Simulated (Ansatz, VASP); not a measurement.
# Si2I: VASP beside Ansatz

```
Si I
1.0
     5.44130    0.00000    0.00000
    -2.72065    4.71231    0.00000
     0.00000    0.00000    5.49498
Si I
4 2
Direct
  0.33333 0.66667 0.75000
  0.66667 0.33333 0.25000
  0.00000 0.00000 0.00000
  0.00000 0.00000 0.50000
  0.33333 0.66667 0.25000
  0.66667 0.33333 0.75000
```

Change from the starting cell: species swapped into the Gd2Tl type (P6_3/mmc, No. 194).

Alike in both runs: functional PBE; k mesh 12 × 12 × 8; occupations gaussian, width 0.1 eV; no spin polarisation.

Ansatz relaxed the structure, and its values are those at the end. VASP's run is a single point on that final structure, the one shown.

|  | VASP | Ansatz |
| --- | --- | --- |
| version | VASP 6.6.1 | Ansatz 0.2.0 |
| potentials or method | VASP PAW PBE potentials, release 64 (Si, I), cutoff 520 eV | scalar-relativistic, plane waves, PAW |
| valence electrons in the cell | 30 | 50 |

```tsv
	VASP	Ansatz	Ansatz less VASP
gap on the k mesh at the Fermi level (eV)	none	none	-
pressure (GPa)	-0.1	0.0	+0.02
```

A gap of «none» marks a metal or a gap that the smearing closes. VASP's potentials hold 30 valence electrons a cell and Ansatz's 50, so a difference there can come from the potentials and not from the codes.

Neither program's run includes spin-orbit coupling.
